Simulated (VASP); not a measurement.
Write the native input for VASP 6.6.1 that does the following.

```yaml
Task: single point
Functional: PBE
Potentials_or_basis: VASP PAW PBE potentials, release 64 (Al)
Cutoff: 520 eV
k_mesh: 8 × 8 × 11
Occupations: fermi-dirac, width 0.08 eV
Spin: no spin polarisation
Dipole_correction: no
Further_INCAR_settings: ALGO = Normal; EDIFF = 1e-07; NBANDS = 12
```

The structure of Al lies in POSCAR:

```
Al
1.0
    3.4126964289      0.0000000000      0.0000000000
   -1.7063482144      2.9554818028      0.0000000000
    0.0000000000      0.0000000000      2.0471153166
Al
3
Direct
    0.0000000000      0.0000000000      0.0000000000
    0.3333333333      0.6666666667      0.5000000000
    0.6666666667      0.3333333333      0.5000000000
```

This cell differs from its parent crystal: volume scaled by 0.4.

The input as run:

INCAR

```
ALGO     = Normal         # electronic algorithm
EDIFF    = 1E-7           # SCF threshold, eV
ENCUT    = 520            # plane-wave cutoff, eV
GGA      = PE             # functional
ISIF     = 2              # what is computed and relaxed
ISMEAR   = -1             # smearing method
LASPH    = T              # aspherical terms in the spheres
LCHARG   = F              # write CHGCAR
LREAL    = F              # projectors in reciprocal space
LWAVE    = F              # write WAVECAR
NBANDS   = 12             # bands
NELM     = 80             # most SCF steps
PREC     = Accurate       # precision mode
SIGMA    = 0.08           # smearing width, eV
```

KPOINTS

```
k-points
0
Gamma
  8 8 11
```

Potentials or basis: VASP PAW PBE potentials, release 64 (Al).

Launch:

```sh
$ cat potpaw_PBE.64/Al/POTCAR > POTCAR
$ mpirun -np 1 vasp_std > vasp.out
```

It gave:

The pressure is 405.2 GPa.

Run time: 21 s on 1 thread of Intel Xeon 6975P-C (shared host), peak memory 0.13 GiB.
